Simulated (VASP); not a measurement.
# Ge2Sb2Te5 (P-3m1) in VASP: further runs

The runs below take Ge2Sb2Te5 through single point, with PBE.

Everything below comes from runs of VASP 6.6.1. Logs are shortened: lines on timing, memory, paths and dates and some standing lists are left out, and cuts for length are marked.

**1. The cell of the first run**

Symmetry: P-3m1, No. 164, trigonal system. The conventional cell has a = 4.147 Å, b = 4.147 Å, c = 16.061 Å, α = 90.00°, β = 90.00°, γ = 120.00°. Within 3.6 Å of Ge (site symmetry 3m) lie 6 Te at 2.70 to 3.10 Å. Within 3.8 Å of Sb (site symmetry 3m) lie 6 Te at 2.85 to 3.00 Å. Te (site symmetry -3m) has 6 Sb at 3.00 Å within 3.9 Å. Within 3.8 Å of Te (site symmetry 3m) lie 3 Sb at 2.85 Å and 3 Ge at 3.10 Å. Te (site symmetry 3m) has 3 Ge at 2.70 Å within 3.6 Å.

**2. Single point, PBE (26.58 Å³/atom)**

File INCAR:

```
SYSTEM = Ge2Sb2Te5
ALGO = Normal
EDIFF = 1E-7
ENCUT = 520
GGA = PE
ISIF = 2
ISMEAR = 0
LASPH = .TRUE.
LCHARG = .FALSE.
LREAL = .FALSE.
LWAVE = .FALSE.
NBANDS = 44
NELM = 60
PREC = Accurate
SIGMA = 0.03
```

File KPOINTS:

```
k-points
0
G
  12 12 2
  0 0 0
```

File POSCAR:

```
Ge2Sb2Te5
1.0
    4.1471262966      0.0000000000      0.0000000000
   -2.0735631483      3.5915167256      0.0000000000
    0.0000000000      0.0000000000     16.0609907215
Ge Sb Te
2 2 5
Direct
    0.0000000000      0.0000000000      0.3314713560
    0.0000000000      0.0000000000      0.6685286440
    0.3333333333      0.6666666667      0.1121550832
    0.6666666667      0.3333333333      0.8878449168
    0.0000000000      0.0000000000      0.0000000000
    0.3333333333      0.6666666667      0.7913602895
    0.6666666667      0.3333333333      0.2086397105
    0.3333333333      0.6666666667      0.4097504733
    0.6666666667      0.3333333333      0.5902495267
```

Potentials or basis: VASP PAW PBE potentials, release 64 (Ge_d, Sb, Te).

Run with:

```bash
$ cat potpaw_PBE.64/Ge_d/POTCAR potpaw_PBE.64/Sb/POTCAR potpaw_PBE.64/Te/POTCAR > POTCAR
$ mpirun -np 1 vasp_std > vasp.out
```

OUTCAR:

```text
SYSTEM = Ge2Sb2Te5
   EDIFF = 1E-7
   ENCUT = 520
   GGA = PE
   ISIF = 2
   ISMEAR = 0
   LASPH = .TRUE.
   LREAL = .FALSE.
   NELM = 60
   PREC = Accurate

 ion  position               nearest neighbor table
   1  0.000  0.000  0.331-   8 2.70   8 2.70   8 2.70   7 3.10   7 3.10   7 3.10
   2  0.000  0.000  0.669-   9 2.70   9 2.70   9 2.70   6 3.10   6 3.10   6 3.10
   3  0.333  0.667  0.112-   7 2.85   7 2.85   7 2.85   5 3.00   5 3.00   5 3.00
   4  0.667  0.333  0.888-   6 2.85   6 2.85   6 2.85   5 3.00   5 3.00   5 3.00
   5  0.000  0.000  0.000-   3 3.00   4 3.00   4 3.00   3 3.00   4 3.00   3 3.00
   6  0.333  0.667  0.791-   4 2.85   4 2.85   4 2.85   2 3.10   2 3.10   2 3.10
   7  0.667  0.333  0.209-   3 2.85   3 2.85   3 2.85   1 3.10   1 3.10   1 3.10
   8  0.333  0.667  0.410-   1 2.70   1 2.70   1 2.70
   9  0.667  0.333  0.590-   2 2.70   2 2.70   2 2.70

  LATTYP: Found a hexagonal cell.
 ALAT       =     4.1471262966
 C/A-ratio  =     3.8728000000

  Lattice vectors:

 A1 = (   4.1471262966,   0.0000000000,   0.0000000000)
 A2 = (  -2.0735631483,   3.5915167256,   0.0000000000)
 A3 = (   0.0000000000,   0.0000000000,  16.0609907215)

Analysis of symmetry for initial positions (statically):
=====================================================================
 Subroutine PRICEL returns:
 Original cell was already a primitive cell.

 Routine SETGRP: Setting up the symmetry group for a
 hexagonal supercell.

 Subroutine GETGRP returns: Found 12 space group operations
 (whereof 12 operations were pure point group operations)
 out of a pool of 24 trial point group operations.

The static configuration has the point symmetry D_3d.

Analysis of symmetry for dynamics (positions and initial velocities):
=====================================================================
 Subroutine PRICEL returns:
 Original cell was already a primitive cell.

 Routine SETGRP: Setting up the symmetry group for a
 hexagonal supercell.

 Subroutine GETGRP returns: Found 12 space group operations
 (whereof 12 operations were pure point group operations)
 out of a pool of 24 trial point group operations.

The dynamic configuration has the point symmetry D_3d.

 Subroutine INISYM returns: Found 12 space group operations
 (whereof 12 operations are pure point group operations),
 and found     1 'primitive' translations

----------------------------------------------------------------------------------------

                                     Primitive cell

  volume of cell :     239.2200

  direct lattice vectors                    reciprocal lattice vectors
     4.147126297  0.000000000  0.000000000     0.241130829  0.139216949  0.000000000
    -2.073563148  3.591516726  0.000000000     0.000000000  0.278433898  0.000000000
     0.000000000  0.000000000 16.060990722     0.000000000  0.000000000  0.062262660

  length of vectors
     4.147126297  4.147126297 16.060990722     0.278433898  0.278433898  0.062262660

  position of ions in fractional coordinates (direct lattice)
     0.000000000  0.000000000  0.331471356
     0.000000000  0.000000000  0.668528644
     0.333333333  0.666666667  0.112155083
     0.666666667  0.333333333  0.887844917
     0.000000000  0.000000000  0.000000000
     0.333333333  0.666666667  0.791360289
     0.666666667  0.333333333  0.208639711
     0.333333333  0.666666667  0.409750473
     0.666666667  0.333333333  0.590249527

  ion indices of the primitive-cell ions
   primitive index   ion index
                 1           1
                 2           2
                 3           3
                 4           4
                 5           5
                 6           6
                 7           7
                 8           8
                 9           9

----------------------------------------------------------------------------------------

 KPOINTS: k-points

Automatic generation of k-mesh.
 Grid dimensions read from file:
 generate k-points for:   12   12    2

 Generating k-lattice:

[... 44 lines left out ...]
  energy-cutoff  :      520.00
  volume of cell :      239.22
 maximum number of plane-waves:      6492
 NGX is ok and might be reduce to    32
   NGX = 15   NGY = 15   NGZ = 59

 number of electron      67.9999994 magnetization

 Free energy of the ion-electron system (eV)
  ---------------------------------------------------
  ext. energy  EPLUGINS =         0.00000000
  ---------------------------------------------------
  free energy    TOTEN  =       -32.33764242 eV

  energy without entropy =      -32.33696536  energy(sigma->0) =      -32.33730389

 E-fermi :   7.8465     XC(G=0):  -9.9818

 val. band max:        7.8450604627   @ k =   0.3333   0.0000   0.5000
 cond. band min:       7.9075015248   @ k =   0.0833   0.0000   0.5000
 fundamental gap:      0.0624410620
 Fermi energy:         7.8465281185

 k-point     1 :       0.0000    0.0000    0.0000
  band No.  band energies     occupation
      1     -16.9509      2.00000
      2     -16.9509      2.00000
      3     -16.9508      2.00000
      4     -16.9508      2.00000
      5     -16.9311      2.00000
      6     -16.9311      2.00000
[... 36 lines left out ...]
     43       9.8668      0.00000
     44      10.2215      0.00000

 k-point     2 :       0.0833    0.0000    0.0000
  band No.  band energies     occupation
      1     -16.9511      2.00000
      2     -16.9511      2.00000
      3     -16.9506      2.00000
      4     -16.9506      2.00000
      5     -16.9313      2.00000
      6     -16.9313      2.00000
[... 36 lines left out ...]
     43      10.2784      0.00000
     44      10.4548      0.00000

 k-point     3 :       0.1667    0.0000    0.0000
  band No.  band energies     occupation
      1     -16.9519      2.00000
      2     -16.9519      2.00000
      3     -16.9499      2.00000
      4     -16.9499      2.00000
      5     -16.9317      2.00000
      6     -16.9316      2.00000
[... 976 lines left out ...]
     43      11.0200      0.00000
     44      11.1821      0.00000

 k-point    24 :       0.3333    0.0000    0.5000
  band No.  band energies     occupation
      1     -16.9540      2.00000
      2     -16.9540      2.00000
      3     -16.9482      2.00000
      4     -16.9482      2.00000
      5     -16.9326      2.00000
      6     -16.9326      2.00000
[... 36 lines left out ...]
     43      11.4920      0.00000
     44      11.9215      0.00000

 [... further k-points ...]

------------------------ aborting loop because EDIFF is reached ----------------------------------------

  FORCE on cell =-STRESS in cart. coord.  units (eV):
  Direction    XX          YY          ZZ          XY          YZ          ZX
  --------------------------------------------------------------------------------------
  -------------------------------------------------------------------------------------
  Total       16.1966887     16.1966887     19.1063549      0.0000000      0.0000000      0.0000000
  in kB      108.4774160    108.4774160    127.9649219      0.0000000      0.0000000      0.0000000
  external PRESSURE =     114.9732513 kB  Pullay stress =       0.0000000 kB

 VOLUME and BASIS-vectors are now :
 -----------------------------------------------------------------------------
  energy-cutoff  :      520.00
  volume of cell :      239.22
      direct lattice vectors                 reciprocal lattice vectors
     4.147126297  0.000000000  0.000000000     0.241130829  0.139216949  0.000000000
    -2.073563148  3.591516726  0.000000000     0.000000000  0.278433898  0.000000000
     0.000000000  0.000000000 16.060990722     0.000000000  0.000000000  0.062262660

 POSITION                                       TOTAL-FORCE (eV/Angst)
 -----------------------------------------------------------------------------------
      0.00000      0.00000      5.32376         0.000000      0.000000     -0.790495
      0.00000      0.00000     10.73723        -0.000000      0.000000      0.790495
     -0.00000      2.39434      1.80132         0.000000      0.000000     -0.454315
      2.07356      1.19717     14.25967         0.000000     -0.000000      0.454315
      0.00000      0.00000      0.00000         0.000000      0.000000      0.000000
     -0.00000      2.39434     12.71003        -0.000000      0.000000     -1.370837
      2.07356      1.19717      3.35096         0.000000     -0.000000      1.370837
     -0.00000      2.39434      6.58100        -0.000000      0.000000      1.299372
      2.07356      1.19717      9.47999         0.000000      0.000000     -1.299372
 -----------------------------------------------------------------------------------
    total drift:                                0.000000     -0.000000      0.000000

  FREE ENERGIE OF THE ION-ELECTRON SYSTEM (eV)
  ---------------------------------------------------
  free  energy   TOTEN  =       -32.3376424155 eV

  energy  without entropy=      -32.3369653581  energy(sigma->0) =      -32.33730389
```

Run time: 12 min. Hardware: 1 thread of Intel Xeon 8259CL, shared host; peak memory 0.57 GiB.

Results:

```
Free energy            : -32.3376 eV
Pressure               : 11.5 GPa
Largest force          : 1.371 eV/Å
Band gap on the k mesh : zero (bands 34 and 35 overlap by 0.21 eV)
```

Forces on the atoms (eV/Å):
```
Ge   0.000  0.000 -0.790
Ge   0.000  0.000  0.790
Sb   0.000  0.000 -0.454
Sb   0.000  0.000  0.454
Te   0.000  0.000  0.000
Te   0.000  0.000 -1.371
Te   0.000  0.000  1.371
Te   0.000  0.000  1.299
Te   0.000  0.000 -1.299
```

Stress tensor (GPa, compression positive):
```
10.85  0.00  0.00
 0.00 10.85  0.00
 0.00  0.00 12.80
```

Levels at points of the mesh, in eV from the Fermi level:
```csv
k point,band 30,band 31,band 32,band 33,band 34,band 35,band 36,band 37,band 38,band 39
"(0.00, 0.00, 0.00)",-1.80,-1.80,-1.18,-1.03,-0.26,-0.10,-0.10,0.45,1.08,1.08
"(0.50, 0.00, 0.00)",-2.82,-1.99,-1.94,-1.16,-0.61,0.68,0.99,1.17,1.51,1.81
"(0.00, 0.00, 0.50)",-1.87,-1.51,-1.29,-1.02,-0.26,-0.06,-0.06,0.46,0.92,0.92
"(0.50, 0.00, 0.50)",-2.62,-2.17,-1.85,-1.61,-0.34,0.24,0.79,1.65,1.67,2.01
```

Caveat: the cell stands under pressure; spin-orbit coupling is left out, which moves the levels of the heavy elements; this functional lacks dispersion, which binds layers or chains, so the pressure and a relaxed spacing across them are unreliable; forces of over 1 eV/Å act on the atoms, so gaps and moduli don't describe the material at rest.

**3. Single point, PBE (26.58 Å³/atom)**

File INCAR:

```
SYSTEM = Ge2Sb2Te5
PREC = Accurate
ENCUT = 520
EDIFF = 1E-6
ISMEAR = 0
SIGMA = 0.03
LREAL = .False.
LASPH = .True.
NELM = 80
ALGO = Normal
ISIF = 2
LWAVE = .False.
LCHARG = .True.
GGA = PE
LELF = .True.
LVHAR = .True.
NBANDS = 44
```

File KPOINTS:

```
Automatic mesh
0
Gamma
  12 12 2
  0 0 0
```

POSCAR: that of step 2 with these lines changed.

```diff
@@ -2,5 +2,5 @@
 1.0
-    4.1471262966      0.0000000000      0.0000000000
-   -2.0735631483      3.5915167256      0.0000000000
-    0.0000000000      0.0000000000     16.0609907215
+    3.9030600308      0.0000000000      0.0000000000
+   -1.9515300154      3.3801491391      0.0000000000
+    0.0000000000      0.0000000000     18.1324459849
 Ge Sb Te
```

Potentials or basis: VASP PAW PBE potentials, release 64 (Ge_d, Sb, Te).

Run with:

```bash
$ cat potpaw_PBE.64/Ge_d/POTCAR potpaw_PBE.64/Sb/POTCAR potpaw_PBE.64/Te/POTCAR > POTCAR
$ mpirun -np 1 vasp_std > vasp.out
```

Wall time 15 min (1 thread of Intel Xeon 8259CL, shared host); peak memory 0.57 GiB.

Results (log left out):

```
Free energy            : -32.2537 eV
Pressure               : 11.7 GPa
Largest force          : 1.360 eV/Å
Band gap on the k mesh : zero (bands 34 and 35 overlap by 0.81 eV)
```

Forces on the atoms (eV/Å):
```
Ge   0.000  0.000 -0.961
Ge   0.000  0.000  0.961
Sb   0.000  0.000 -0.712
Sb   0.000  0.000  0.712
Te   0.000  0.000  0.000
Te   0.000  0.000 -1.360
Te   0.000  0.000  1.360
Te   0.000  0.000  1.144
Te   0.000  0.000 -1.144
```

Stress tensor (GPa, compression positive):
```
12.62  0.00  0.00
 0.00 12.62  0.00
 0.00  0.00  9.81
```

Levels at points of the mesh, in eV from the Fermi level:
```tsv
k point	band 30	band 31	band 32	band 33	band 34	band 35	band 36	band 37	band 38	band 39
(0.00, 0.00, 0.00)	-1.12	-1.12	-0.53	-0.45	0.60	0.63	0.63	0.82	1.49	1.49
(0.50, 0.00, 0.00)	-2.85	-2.65	-1.82	-1.56	-1.23	-0.21	0.49	0.86	1.40	1.43
(0.00, 0.00, 0.50)	-1.40	-1.13	-1.13	0.01	0.49	0.65	0.65	0.84	1.43	1.43
(0.50, 0.00, 0.50)	-3.01	-2.41	-2.36	-1.78	-0.76	0.14	0.33	0.78	1.42	1.47
```

Caveat: the cell stands under pressure; spin-orbit coupling is left out, which moves the levels of the heavy elements; this functional lacks dispersion, which binds layers or chains, so the pressure and a relaxed spacing across them are unreliable; forces of over 1 eV/Å act on the atoms, so gaps and moduli don't describe the material at rest.

**4. Single point, PBE (29.11 Å³/atom)**

This run uses another cell than the first one, of 29.11 Å³/atom.

File INCAR:

```
SYSTEM = Ge2Sb2Te5
  PREC = Accurate
  ENCUT = 520
  EDIFF = 1E-6
  ISMEAR = 0
  SIGMA = 0.03
  LREAL = .FALSE.
  LASPH = .TRUE.
  NELM = 60
  ALGO = Normal
  ISIF = 2
  LWAVE = .FALSE.
  LCHARG = .TRUE.
  GGA = PE
  LELF = .TRUE.
  LVHAR = .TRUE.
  NBANDS = 44
```

File KPOINTS:

```
regular mesh
0
G
  12 12 2
  0 0 0
```

POSCAR: that of step 3 with these lines changed.

```diff
@@ -2,5 +2,5 @@
 1.0
-    3.9030600308      0.0000000000      0.0000000000
-   -1.9515300154      3.3801491391      0.0000000000
-    0.0000000000      0.0000000000     18.1324459849
+    4.1471375239      0.0000000000      0.0000000000
+   -2.0735687619      3.5915264487      0.0000000000
+    0.0000000000      0.0000000000     17.5908589263
 Ge Sb Te
```

Run with:

```bash
$ cat potpaw_PBE.64/Ge_d/POTCAR potpaw_PBE.64/Sb/POTCAR potpaw_PBE.64/Te/POTCAR > POTCAR
$ mpirun -np 1 vasp_std > vasp.out
```

Wall time 11 min (1 thread of Intel Xeon 8259CL, shared host); peak memory 0.61 GiB.

The run converged. Its results:

```
Free energy            : -33.5427 eV
Pressure               : 4.5 GPa
Largest force          : 0.604 eV/Å
Band gap on the k mesh : zero (bands 34 and 35 overlap by 0.01 eV)
```

Forces on the atoms (eV/Å):
```
Ge   0.000  0.000 -0.403
Ge   0.000  0.000  0.403
Sb   0.000  0.000 -0.255
Sb   0.000  0.000  0.255
Te   0.000  0.000  0.000
Te   0.000  0.000 -0.604
Te   0.000  0.000  0.604
Te   0.000  0.000  0.525
Te   0.000  0.000 -0.525
```

Stress tensor (GPa, compression positive):
```
4.60 0.00 0.00
0.00 4.60 0.00
0.00 0.00 4.40
```

Levels at points of the mesh, in eV from the Fermi level:
| k point | band 30 | band 31 | band 32 | band 33 | band 34 | band 35 | band 36 | band 37 | band 38 | band 39 |
| --- | --- | --- | --- | --- | --- | --- | --- | --- | --- | --- |
| (0.00, 0.00, 0.00) | -1.62 | -1.62 | -1.24 | -1.08 | -0.09 | 0.04 | 0.04 | 0.15 | 1.00 | 1.00 |
| (0.50, 0.00, 0.00) | -2.75 | -2.20 | -1.99 | -1.43 | -1.27 | 0.31 | 0.35 | 0.63 | 1.35 | 1.49 |
| (0.00, 0.00, 0.50) | -1.70 | -1.68 | -1.68 | -0.94 | -0.10 | 0.06 | 0.06 | 0.15 | 0.94 | 0.94 |
| (0.50, 0.00, 0.50) | -2.76 | -2.30 | -2.11 | -1.93 | -0.77 | -0.01 | 0.53 | 0.84 | 1.43 | 1.59 |

Caveat: the cell stands under pressure; spin-orbit coupling is left out, which moves the levels of the heavy elements; this functional lacks dispersion, which binds layers or chains, so the pressure and a relaxed spacing across them are unreliable.

**5. Single point, PBE (36.71 Å³/atom)**

This run uses another cell than the first one, of 36.71 Å³/atom.

File INCAR:

```
PREC     = Accurate       # precision mode
ENCUT    = 520            # plane-wave cutoff, eV
EDIFF    = 1E-7           # SCF threshold, eV
ISMEAR   = 0              # smearing method
SIGMA    = 0.03           # smearing width, eV
LREAL    = F              # projectors in reciprocal space
LASPH    = T              # aspherical terms in the spheres
NELM     = 100            # most SCF steps
ALGO     = Normal         # electronic algorithm
ISIF     = 2              # what is computed and relaxed
LWAVE    = F              # write WAVECAR
LCHARG   = F              # write CHGCAR
GGA      = PE             # functional
NBANDS   = 44             # bands
```

File KPOINTS:

```
regular mesh
0
Gamma
  12 12 2
```

POSCAR: that of step 4 with these lines changed.

```diff
@@ -2,5 +2,5 @@
 1.0
-    4.1471375239      0.0000000000      0.0000000000
-   -2.0735687619      3.5915264487      0.0000000000
-    0.0000000000      0.0000000000     17.5908589263
+    4.4802623248      0.0000000000      0.0000000000
+   -2.2401311624      3.8800209889      0.0000000000
+    0.0000000000      0.0000000000     19.0038700317
 Ge Sb Te
```

Run with:

```bash
$ cat potpaw_PBE.64/Ge_d/POTCAR potpaw_PBE.64/Sb/POTCAR potpaw_PBE.64/Te/POTCAR > POTCAR
$ mpirun -np 1 vasp_std > vasp.out
```

Wall time 12 min (1 thread of Intel Xeon Platinum 8259CL at 2.50GHz (Skylake/Cascade Lake), shared host); peak memory 0.78 GiB.

It converged, with:

```yaml
Free_energy: -33.0527 eV
Pressure: -4.9 GPa
Largest_force: 0.735 eV/Å
Band_gap_on_the_k_mesh: 0.06 eV
```

Forces in eV/Å, atoms in the order of the input:
```
Ge   0.000  0.000  0.536
Ge   0.000  0.000 -0.536
Sb   0.000  0.000  0.274
Sb   0.000  0.000 -0.274
Te   0.000  0.000  0.000
Te   0.000  0.000  0.735
Te   0.000  0.000 -0.735
Te   0.000  0.000 -0.674
Te   0.000  0.000  0.674
```

Stress tensor (GPa, compression positive):
```
-4.99  0.00  0.00
 0.00 -4.99  0.00
 0.00  0.00 -4.71
```

Levels at points of the mesh, in eV from the valence-band top:
```
           k point  band 32  band 33  band 34  band 35  band 36  band 37
(0.00, 0.00, 0.00)    -1.07    -1.07    -0.18     0.15     0.23     0.23
(0.50, 0.00, 0.00)    -1.42    -1.16    -1.05     0.37     0.55     0.67
(0.00, 0.00, 0.50)    -1.09    -1.08    -0.19     0.16     0.24     0.24
(0.50, 0.00, 0.50)    -1.64    -1.36    -0.65     0.13     0.62     0.80
```

Caveat: the cell stands under tension; semilocal functionals underestimate gaps, and a narrow one can read as zero; spin-orbit coupling is left out, which moves the levels of the heavy elements; this functional lacks dispersion, which binds layers or chains, so the pressure and a relaxed spacing across them are unreliable. A k mesh can miss the band edges.

**6. The runs side by side**

| cell | gap on the mesh (eV) | pressure (GPa) | largest force (eV/Å) |
| --- | --- | --- | --- |
| a = 4.147, b = 4.147, c = 16.061 Å, angles 90.0, 90.0, 120.0°, 9 atoms | none | 11.5 | 1.37 |
| a = 3.903, b = 3.903, c = 18.132 Å, angles 90.0, 90.0, 120.0°, 9 atoms | none | 11.7 | 1.36 |
| a = 4.147, b = 4.147, c = 17.591 Å, angles 90.0, 90.0, 120.0°, 9 atoms | none | 4.5 | 0.60 |
| a = 4.480, b = 4.480, c = 19.004 Å, angles 90.0, 90.0, 120.0°, 9 atoms | 0.06 | -4.9 | 0.73 |

Alike in all rows: task single point; level PBE; potentials or basis VASP PAW PBE potentials, release 64 (Ge_d, Sb, Te); no spin polarisation; k mesh 12 × 12 × 2; cutoff (eV) 520; smearing gaussian 0.03 eV.

Caveats: spin-orbit coupling is left out, which moves the levels of the heavy elements; this functional lacks dispersion, which binds layers or chains, so the pressure and a relaxed spacing across them are unreliable; the cell stands under pressure (at least some runs); forces of over 1 eV/Å act on the atoms, so gaps and moduli don't describe the material at rest (at least some runs); the cell stands under tension (at least some runs); semilocal functionals underestimate gaps, and a narrow one can read as zero (at least some runs).

Absolute energies hang on the potentials; compare differences alone.

The gap in the log of VASP goes by the Fermi energy; the results here count the filled bands.